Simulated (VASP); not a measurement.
# MnO (Fm-3m) in VASP: a series of runs

The runs below take MnO through single point, elastic constants, with r2SCAN+U, PBE.

Everything below comes from runs of VASP 6.6.1. Logs are shortened: lines on timing, memory, paths and dates and some standing lists are left out, and cuts for length are marked.

## (1) The cell of the first run

It takes space group Fm-3m (No. 225, cubic). Conventional cell: a = 4.448 Å, b = 4.448 Å, c = 4.448 Å, α = 90.00°, β = 90.00°, γ = 90.00°. Within 2.9 Å of Mn (site symmetry m-3m) lie 6 O at 2.22 Å. O (site symmetry m-3m) has 6 Mn at 2.22 Å within 2.9 Å.

## (2) Single point, r2SCAN+U, collinear spin, ferromagnetic start

The input, POSCAR:

```
MnO
1.0
    0.0000000000      2.2239077028      2.2239077028
    2.2239077028      0.0000000000      2.2239077028
    2.2239077028      2.2239077028      0.0000000000
Mn O
1 1
Direct
    0.0000000000      0.0000000000      0.0000000000
    0.5000000000      0.5000000000      0.5000000000
```

The input, INCAR.step1:

```
SYSTEM = MnO
PREC = Accurate
ENCUT = 520
ISMEAR = -1
SIGMA = 0.05
LREAL = .False.
LASPH = .True.
NELM = 150
ISPIN = 2
MAGMOM = 4 0
LMAXMIX = 4
LDAU = .True.
LDAUTYPE = 2
LDAUL = 2 -1
LDAUU = 6 0
LDAUJ = 0 0
NBANDS = 20
GGA = PE
ALGO = Normal
EDIFF = 1E-4
LWAVE = .True.
LCHARG = .False.
```

The input, INCAR.step2:

```
SYSTEM = MnO
PREC = Accurate
ENCUT = 520
EDIFF = 1E-7
ISMEAR = -1
SIGMA = 0.05
LREAL = .False.
LASPH = .True.
NELM = 150
ALGO = Normal
ISIF = 2
LWAVE = .False.
LCHARG = .True.
ISPIN = 2
MAGMOM = 4 0
LORBIT = 11
LMAXMIX = 4
LDAU = .True.
LDAUTYPE = 2
LDAUL = 2 -1
LDAUU = 6 0
LDAUJ = 0 0
LDAUPRINT = 1
METAGGA = R2SCAN
LMIXTAU = .True.
LELF = .True.
LVHAR = .True.
NBANDS = 20
ISTART = 1
```

The input, KPOINTS:

```
Automatic mesh
0
Gamma
  10 10 10
  0 0 0
```

Potentials or basis: VASP PAW PBE potentials, release 64 (Mn_pv, O).

On the command line:

```sh
$ cat potpaw_PBE.64/Mn_pv/POTCAR potpaw_PBE.64/O/POTCAR > POTCAR
$ cp INCAR.step1 INCAR
$ mpirun -np 1 vasp_std > vasp.out
$ cp INCAR.step2 INCAR
$ mpirun -np 1 vasp_std > vasp.out
```

OUTCAR:

```text
SYSTEM = MnO
   PREC = Accurate
   ENCUT = 520
   EDIFF = 1E-7
   ISMEAR = -1
   LREAL = .False.
   LASPH = .True.
   NELM = 150
   ISIF = 2
   ISPIN = 2
   LORBIT = 11
   METAGGA = R2SCAN
   ISTART = 1

 ion  position               nearest neighbor table
   1  0.000  0.000  0.000-   2 2.22   2 2.22   2 2.22   2 2.22   2 2.22   2 2.22
   2  0.500  0.500  0.500-   1 2.22   1 2.22   1 2.22   1 2.22   1 2.22   1 2.22

  LATTYP: Found a face centered cubic cell.
 ALAT       =     4.4478154056

  Lattice vectors:

 A1 = (   0.0000000000,   2.2239077028,   2.2239077028)
 A2 = (   2.2239077028,   0.0000000000,   2.2239077028)
 A3 = (   2.2239077028,   2.2239077028,   0.0000000000)

Analysis of symmetry for initial positions (statically):
=====================================================================
 Subroutine PRICEL returns:
 Original cell was already a primitive cell.

 Routine SETGRP: Setting up the symmetry group for a
 face centered cubic supercell.

 Subroutine GETGRP returns: Found 48 space group operations
 (whereof 48 operations were pure point group operations)
 out of a pool of 48 trial point group operations.

The static configuration has the point symmetry O_h .

Analysis of symmetry for dynamics (positions and initial velocities):
=====================================================================
 Subroutine PRICEL returns:
 Original cell was already a primitive cell.

 Routine SETGRP: Setting up the symmetry group for a
 face centered cubic supercell.

 Subroutine GETGRP returns: Found 48 space group operations
 (whereof 48 operations were pure point group operations)
 out of a pool of 48 trial point group operations.

The dynamic configuration has the point symmetry O_h .

Analysis of structural, dynamic, and magnetic symmetry:
=====================================================================
 Subroutine PRICEL returns:
 Original cell was already a primitive cell.

 Routine SETGRP: Setting up the symmetry group for a
 face centered cubic supercell.

 Subroutine GETGRP returns: Found 48 space group operations
 (whereof 48 operations were pure point group operations)
 out of a pool of 48 trial point group operations.

The overall configuration has the point symmetry O_h .

 Subroutine INISYM returns: Found 48 space group operations
 (whereof 48 operations are pure point group operations),
 and found     1 'primitive' translations

----------------------------------------------------------------------------------------

                                     Primitive cell

  volume of cell :      21.9979

  direct lattice vectors                    reciprocal lattice vectors
     0.000000000  2.223907703  2.223907703    -0.224829474  0.224829474  0.224829474
     2.223907703  0.000000000  2.223907703     0.224829474 -0.224829474  0.224829474
     2.223907703  2.223907703  0.000000000     0.224829474  0.224829474 -0.224829474

  length of vectors
     3.145080435  3.145080435  3.145080435     0.389416073  0.389416073  0.389416073

  position of ions in fractional coordinates (direct lattice)
     0.000000000  0.000000000  0.000000000
     0.500000000  0.500000000  0.500000000

  ion indices of the primitive-cell ions
   primitive index   ion index
                 1           1
                 2           2

----------------------------------------------------------------------------------------

 KPOINTS: Automatic mesh

Automatic generation of k-mesh.
 Grid dimensions read from file:
 generate k-points for:   10   10   10

 Generating k-lattice:
[... 61 lines left out ...]
   NELM   =    150;   NELMIN=  2; NELMDL=  0     # of ELM steps
   EDIFF  = 0.1E-06   stopping-criterion for ELM
   LREAL  =      F    real-space projection
   EDIFFG = 0.1E-05   stopping-criterion for IOM
   NSW    =      0    number of steps for IOM
   IBRION =     -1    ionic relax: 0-MD 1-quasi-New 2-CG
   NFREE  =      0    steps in history (QN), initial steepest desc. (CG)
   ISIF   =      2    stress and relaxation
   ISYM   =      2    0-nonsym 1-usesym 2-fastsym
   POTIM  = 0.5000    time-step for ionic-motion
   TEBEG  =    0.0;   TEEND  =   0.0 temperature during run
   PSTRESS=    0.0 pullay stress
   NELECT =      19.0000    total number of electrons
   NUPDOWN=      -1.0000    fix difference up-down
   EMIN   =  10.00;   EMAX   =-10.00  energy-range for DOS
   EFERMI =   0.00;   METHOD = LEGACY
   ISMEAR =    -1;   SIGMA  =   0.05  broadening in eV -4-tet -1-fermi 0-gaus
   EFERMI_NEDOS =   21; number of points for ismear=-14 and -15
   IALGO  =     38    algorithm
   IMIX   =      4    mixing-type and parameters
     AMIX     =   0.40;   BMIX     =  1.00
     AMIX_MAG =   1.60;   BMIX_MAG =  1.00
  volume/ion in A,a.u.               =      11.00        74.22
  Fermi-wavevector in a.u.,A,eV,Ry     =   1.559071  2.946217 33.071721  2.430703
  Thomas-Fermi vector in A             =   2.662483
   LORBIT       =     11    0 simple, 1 ext, 2 COOP (PROOUT), +10 PAW based schemes
 LDA+U is selected, type is set to LDAUTYPE =  2
   angular momentum for each species LDAUL =     2   -1
   U (eV)           for each species LDAUU =   6.0  0.0
   J (eV)           for each species LDAUJ =   0.0  0.0
   METAGGA = R2SCAN    functional components
   LHFCALC =     F    Hartree Fock is set to
   AEXX    =    0.0000 exact exchange contribution
   IVDW    =     0    specifies the selected vdW correction
   LEPSILON=     F    determine dielectric tensor
   LRPA    =     F    only Hartree local field effects (RPA)
 spin polarized calculation
  energy-cutoff  :      520.00
  volume of cell :       22.00
 maximum number of plane-waves:       609
   NGX = 11   NGY = 11   NGZ = 11

atom =   1  type =  1  l = 2

 onsite density matrix

spin component  1

  0.9505  0.0000 -0.0000  0.0000  0.0000
  0.0000  0.9505  0.0000  0.0000 -0.0000
 -0.0000  0.0000  0.9855  0.0000  0.0000
  0.0000  0.0000  0.0000  0.9505  0.0000
  0.0000 -0.0000  0.0000  0.0000  0.9855

spin component  2

  0.0138 -0.0000  0.0000 -0.0000  0.0000
 -0.0000  0.0138 -0.0000  0.0000  0.0000
  0.0000 -0.0000  0.0569  0.0000 -0.0000
 -0.0000  0.0000  0.0000  0.0138 -0.0000
  0.0000  0.0000 -0.0000 -0.0000  0.0569

 occupancies and eigenvectors

  o =  0.0138  v =  0.0000  0.0000  0.0000  0.0000  0.0000 -0.0014 -0.8819  0.0000 -0.4714  0.0000      0.0000  0.0000  0.0000  0.0000  0.0000  0.0000  0.0000  0.0000  0.0000  0.0000
  o =  0.0138  v =  0.0000  0.0000  0.0000  0.0000  0.0000  0.0007 -0.4714 -0.0000  0.8819  0.0000      0.0000  0.0000  0.0000  0.0000  0.0000  0.0000  0.0000  0.0000  0.0000  0.0000
  o =  0.0138  v =  0.0000  0.0000  0.0000  0.0000  0.0000  1.0000 -0.0009 -0.0000 -0.0012 -0.0000      0.0000  0.0000  0.0000  0.0000  0.0000  0.0000  0.0000  0.0000  0.0000  0.0000
  o =  0.0569  v =  0.0000  0.0000  0.0000  0.0000  0.0000  0.0000 -0.0000  0.0120  0.0000  0.9999      0.0000  0.0000  0.0000  0.0000  0.0000  0.0000  0.0000  0.0000  0.0000  0.0000
  o =  0.0569  v =  0.0000  0.0000  0.0000  0.0000  0.0000 -0.0000  0.0000 -0.9999 -0.0000  0.0120      0.0000  0.0000  0.0000  0.0000  0.0000  0.0000  0.0000  0.0000  0.0000  0.0000
  o =  0.9505  v =  0.0000  0.0124 -0.0000  0.9999 -0.0000  0.0000  0.0000  0.0000  0.0000  0.0000      0.0000  0.0000  0.0000  0.0000  0.0000  0.0000  0.0000  0.0000  0.0000  0.0000
  o =  0.9505  v =  1.0000  0.0000  0.0000  0.0000  0.0000  0.0000  0.0000  0.0000  0.0000  0.0000      0.0000  0.0000  0.0000  0.0000  0.0000  0.0000  0.0000  0.0000  0.0000  0.0000
  o =  0.9505  v =  0.0000 -0.9999 -0.0000  0.0124 -0.0000  0.0000  0.0000  0.0000  0.0000  0.0000      0.0000  0.0000  0.0000  0.0000  0.0000  0.0000  0.0000  0.0000  0.0000  0.0000
  o =  0.9855  v =  0.0000 -0.0000  0.9998  0.0000 -0.0174  0.0000  0.0000  0.0000  0.0000  0.0000      0.0000  0.0000  0.0000  0.0000  0.0000  0.0000  0.0000  0.0000  0.0000  0.0000
  o =  0.9855  v =  0.0000  0.0000 -0.0174 -0.0000 -0.9998  0.0000  0.0000  0.0000  0.0000  0.0000      0.0000  0.0000  0.0000  0.0000  0.0000  0.0000  0.0000  0.0000  0.0000  0.0000

 number of electron      18.9999991 magnetization       4.9999996

 Free energy of the ion-electron system (eV)
  ---------------------------------------------------
  ext. energy  EPLUGINS =         0.00000000
  ---------------------------------------------------
  free energy    TOTEN  =       -23.32176644 eV

  energy without entropy =      -23.32176641  energy(sigma->0) =      -23.32176642

 E-fermi :   6.7872     XC(G=0): -12.4868

 val. band max:        6.0890888515   @ k =   0.5000   0.0000   0.0000
 cond. band min:       7.3302264435   @ k =   0.0000   0.0000   0.0000
 fundamental gap:      1.2411375920
 Fermi energy:         6.7872087622

 spin component 1

 k-point     1 :       0.0000    0.0000    0.0000
  band No.  band energies     occupation
      1     -45.2552      1.00000
      2     -45.2552      1.00000
      3     -45.2551      1.00000
      4     -13.6420      1.00000
      5       1.2669      1.00000
      6       1.2669      1.00000
[... 1097 lines left out ...]
     19      34.7249      0.00000
     20      36.3711      0.00000

 [... further k-points ...]

------------------------ aborting loop because EDIFF is reached ----------------------------------------

  FORCE on cell =-STRESS in cart. coord.  units (eV):
  Direction    XX          YY          ZZ          XY          YZ          ZX
  --------------------------------------------------------------------------------------
  -------------------------------------------------------------------------------------
  Total        0.5966106      0.5966106      0.5966106      0.0000000      0.0000000     -0.0000000
  in kB       43.4531506     43.4531506     43.4531506      0.0000000      0.0000000     -0.0000000
  external PRESSURE =      43.4531506 kB  Pullay stress =       0.0000000 kB

 VOLUME and BASIS-vectors are now :
 -----------------------------------------------------------------------------
  energy-cutoff  :      520.00
  volume of cell :       22.00
      direct lattice vectors                 reciprocal lattice vectors
     0.000000000  2.223907703  2.223907703    -0.224829474  0.224829474  0.224829474
     2.223907703  0.000000000  2.223907703     0.224829474 -0.224829474  0.224829474
     2.223907703  2.223907703  0.000000000     0.224829474  0.224829474 -0.224829474

 POSITION                                       TOTAL-FORCE (eV/Angst)
 -----------------------------------------------------------------------------------
      0.00000      0.00000      0.00000         0.000000     -0.000000      0.000000
      2.22391      2.22391      2.22391         0.000000      0.000000     -0.000000
 -----------------------------------------------------------------------------------
    total drift:                                0.000000     -0.000000     -0.000000

  FREE ENERGIE OF THE ION-ELECTRON SYSTEM (eV)
  ---------------------------------------------------
  free  energy   TOTEN  =       -23.3217664378 eV

  energy  without entropy=      -23.3217664111  energy(sigma->0) =      -23.32176642

 total charge

# of ion       s       p       d       tot
------------------------------------------
    1        0.210   6.175   4.959  11.344
    2        1.555   3.500   0.000   5.055
--------------------------------------------------
tot          1.765   9.675   4.959  16.399

 magnetization (x)

# of ion       s       p       d       tot
------------------------------------------
    1        0.029   0.024   4.657   4.710
    2        0.021   0.095   0.000   0.116
--------------------------------------------------
tot          0.050   0.119   4.657   4.826
```

Run time: 68 s. Hardware: 1 thread of Intel Xeon Platinum 8488C (Sapphire Rapids), shared host; peak memory 0.17 GiB.

Results:

| Property | Result |
| --- | --- |
| Free energy | -23.3218 eV |
| Pressure | 4.3 GPa |
| Band gap on the k mesh | 1.24 eV (least direct gap 3.22 eV) |
| Net moment | 5.00 μB per cell |
| Site moments | Mn +4.71; O +0.12 μB |
| Valence electrons inside the program's atomic spheres | Mn 11.34; O 5.05 |

Eigenvalues of the final occupation matrices:
```csv
site,spin,trace,eigenvalues
site 1 d,1,4.82,0.95 0.95 0.95 0.99 0.99
site 1 d,2,0.16,0.01 0.01 0.01 0.06 0.06
```

Caveat: the cell stands under pressure; the PAW data sets were made with another functional, which shifts forces and pressure a little; a cell with one magnetic atom can't hold antiferromagnetic order, which such compounds often take.

(Continued in part 2 of 2.)
